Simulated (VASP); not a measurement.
A run of VASP 6.6.1 is set up as follows.

Contents of INCAR:

```
SYSTEM = ScAl3
PREC = Accurate
ENCUT = 520
EDIFF = 1E-6
ISMEAR = 0
SIGMA = 0.15
LREAL = .False.
LASPH = .True.
NELM = 60
ALGO = Fast
ISIF = 2
LWAVE = .False.
LCHARG = .True.
GGA = PS
LELF = .True.
LVHAR = .True.
NBANDS = 18
```

File KPOINTS:

```
regular mesh
0
Gamma
  12 12 12
  0 0 0
```

The input POSCAR:

```
ScAl3
1.0
    4.0712986163      0.0000000000      0.0000000000
    0.0000000000      4.0712986163      0.0000000000
    0.0000000000      0.0000000000      4.0712986163
Sc Al
1 3
Direct
    0.0000000000      0.0000000000      0.0000000000
    0.5065130335      0.0065130335      0.5000000000
    0.0065130335      0.5065130335      0.5000000000
    0.5065130335      0.5065130335      0.0000000000
```

Potentials or basis: VASP PAW PBE potentials, release 64 (Sc_sv, Al).

Command:

```bash
$ cat potpaw_PBE.64/Sc_sv/POTCAR potpaw_PBE.64/Al/POTCAR > POTCAR
$ mpirun -np 1 vasp_std > vasp.out
```

(1) Estimate the band gap on the k mesh.

(2) Estimate the largest force.

## Answers

(1) zero (bands 10 and 11 overlap by 3.91 eV).

(2) 0.371 eV/Å.

Caveat: the cell differs from its parent crystal (all Al atoms moved +0.037 Å, as atom 2 along Cartesian [1 1 0]); the PAW data sets were made with another functional, which shifts forces and pressure a little.
